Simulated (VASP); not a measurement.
## Sn: single point with PBE+D3(BJ)

Sn:

```
Sn
1.0
    -1.75441    1.75461    2.26503
     1.75441   -1.75461    2.26503
     1.75441    1.75461   -2.26503
Sn
1
Direct
  0.00000 0.00000 0.00000
```

This cell differs from its parent crystal: strain +0.0450 x Voigt [0, 0, 1, 0, 0, 0].

| Item | Value |
| --- | --- |
| Program | VASP 6.6.1 |
| Task | single point |
| Functional | PBE |
| Dispersion | D3(BJ) |
| Potentials or basis | VASP PAW PBE potentials, release 64 (Sn_d) |
| Cutoff | 520 eV |
| k mesh | 24 × 24 × 24 |
| Occupations | gaussian, width 0.15 eV |
| Spin | no spin polarisation |

The pressure is -2.0 GPa, the band gap on the k mesh is zero (band 7 reaches 15.22 eV, above the bottom of band 8 at 5.75 eV) and the dispersion energy per atom is -0.375 eV.

Stress tensor (GPa, compression positive):
```
-2.07  0.00  0.00
 0.00 -2.07  0.00
 0.00  0.00 -1.92
```

Levels at points of the mesh, in eV from the Fermi level:
| k point | band 5 | band 6 | band 7 | band 8 | band 9 | band 10 |
| --- | --- | --- | --- | --- | --- | --- |
| (0.00, 0.00, 0.00) | -21.49 | -10.98 | 7.37 | 7.54 | 7.54 | 10.65 |
| (0.50, 0.00, 0.00) | -21.43 | -6.76 | -4.52 | 4.90 | 6.11 | 9.36 |
| (0.00, 0.50, 0.00) | -21.43 | -6.76 | -4.52 | 4.90 | 6.11 | 9.35 |
| (0.50, 0.50, 0.00) | -21.41 | -5.37 | -3.80 | 2.15 | 2.75 | 5.78 |
| (0.50, 0.50, 0.50) | -21.42 | -4.09 | -2.96 | 1.26 | 1.26 | 4.49 |

Run time: 20 min on 1 thread of Oxide Virtual Turin-like Processor, on a shared host, peak memory 0.69 GiB.

Caveat: the cell differs from its parent crystal (strain +0.0450 x Voigt [0, 0, 1, 0, 0, 0]); spin-orbit coupling is left out, which moves the levels of the heavy elements; pairwise dispersion overbinds metals, which lowers pressure and volume.
